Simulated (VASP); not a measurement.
A run of VASP 6.6.1 is set up as follows.

File INCAR:

```
SYSTEM = In
  PREC = Accurate
  ENCUT = 520
  EDIFF = 1E-6
  ISMEAR = 0
  SIGMA = 0.15
  LREAL = .False.
  LASPH = .True.
  NELM = 80
  ALGO = Fast
  ISIF = 2
  LWAVE = .False.
  LCHARG = .False.
  GGA = PE
  NBANDS = 12
```

File KPOINTS:

```
regular mesh
0
Gamma
  20 20 20
  0 0 0
```

The input POSCAR:

```
In
1.0
   -1.6098885000      1.6424115000      2.4739500000
    1.6098885000     -1.6424115000      2.4739500000
    1.6098885000      1.6424115000     -2.4739500000
In
1
Direct
    0.0000000000      0.0000000000      0.0000000000
```

Potentials or basis: VASP PAW PBE potentials, release 64 (In_d).

Run with:

```bash
$ cat potpaw_PBE.64/In_d/POTCAR > POTCAR
$ mpirun -np 1 vasp_std > vasp.out
```

Problem. Predict the pressure.

Solution. 2.0 GPa.

Stress tensor (GPa, compression positive):
```
2.26 0.00 0.00
0.00 1.88 0.00
0.00 0.00 1.78
```

Caveat: the cell differs from its parent crystal (strain -0.0100 x Voigt [1, -1, 0, 0, 0, 0]).
